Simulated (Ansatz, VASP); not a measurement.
MnBr2 in VASP and in Ansatz

```xyz
6
Lattice="3.8259 0.0000 0.0000 -1.9129 3.3133 0.0000 0.0000 0.0000 12.3419" Properties=species:S:1:pos:R:3 pbc="T T T"
Mn    1.9129    3.3133    0.0000
Mn    1.9129    3.3133    6.1710
Br    0.0000    2.2089    1.5022
Br    1.9129    1.1044    4.6688
Br    0.0000    2.2089    7.6731
Br    1.9129    1.1044   10.8397
```

Alike in both runs: task single point; functional LDA; k mesh 4 × 4 × 2; occupations gaussian, width 0.05 eV; collinear spin; Hubbard terms Mn d U = 4.9 eV.

```csv
,VASP,Ansatz
version,VASP 6.6.1,Ansatz 0.2.0
potentials or method,"VASP PAW LDA potentials, release 64 (Mn_pv, Br), cutoff 520 eV","scalar-relativistic, plane waves, PAW"
valence electrons in the cell,54,58
```

```csv
,VASP,Ansatz,Ansatz less VASP
gap on the k mesh at the Fermi level (eV),3.21,3.49,+0.284
least direct gap on the mesh (eV),3.38,3.50,+0.116
pressure (GPa),-0.7,-0.3,+0.39
rms of the force components (eV/Å),0.021,0.003,-0.0179
net moment per atom (μB),0.00,0.00,0.000
size of the moment on the site where the two differ most (μB),4.58,4.53,-0.057
```

LDA's correlation is that of Perdew and Zunger in VASP and of Perdew and Wang (1992) in Ansatz. Site moments also hang on the region over which each program counts them. The programs project onto different local orbitals, so the same U acts differently, and such runs can settle in different states. VASP's potentials hold 54 valence electrons a cell and Ansatz's 58, so a difference there can come from the potentials and not from the codes.

The k mesh is coarse, so the values compare programs but aren't converged.
